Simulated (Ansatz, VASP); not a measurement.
ZnO: VASP beside Ansatz

```xyz
20
Lattice="3.2795 0.0000 0.0000 0.0000 5.2933 0.0000 0.0000 0.0000 27.3072" Properties=species:S:1:pos:R:3 pbc="T T T"
Zn    0.0000    2.4664    7.8483
Zn    1.6397    0.0132    8.3296
Zn    1.6397    2.6505   10.4105
Zn    0.0000    0.0398   11.2533
Zn    0.0000    2.6737   13.2061
Zn    1.6397    0.0271   14.1011
Zn    1.6397    2.6865   16.0539
Zn    0.0000    0.0039   16.8967
Zn    0.0000    2.6598   18.9776
Zn    1.6397   -0.1802   19.4589
O     0.0000    0.6332    7.5180
O     1.6397    3.3079    8.4546
O     1.6397    0.6618   10.3213
O     0.0000    3.3196   11.3016
O     0.0000    0.6692   13.1680
O     1.6397    3.3158   14.1392
O     1.6397    0.6730   16.0056
O     0.0000    3.3085   16.9858
O     0.0000    0.6612   18.8525
O     1.6397    3.2798   19.7892
```

Alike in both runs: functional PBE; k mesh 8 × 5 × 1; occupations gaussian, width 0.05 eV; no spin polarisation.

Ansatz relaxed the structure, and its values are those at the end. VASP's run is a single point on that final structure, the one shown.

```csv
,VASP,Ansatz
version,VASP 6.6.1,Ansatz 0.2.0
potentials or method,"VASP PAW PBE potentials, release 64 (Zn, O), cutoff 520 eV","scalar-relativistic, plane waves, PAW"
valence electrons in the cell,180,180
```

|  | VASP | Ansatz | Ansatz less VASP |
| --- | --- | --- | --- |
| gap on the k mesh at the Fermi level (eV) | 0.83 | 0.84 | +0.015 |
| least direct gap on the mesh (eV) | 0.83 | 0.84 | +0.015 |
| rms of the force components (eV/Å) | 0.025 | 0.006 | -0.0196 |

The functional is the same, so the differences come from potentials, cutoffs and numerics. Ansatz's warnings: xc potential rough in thin density.
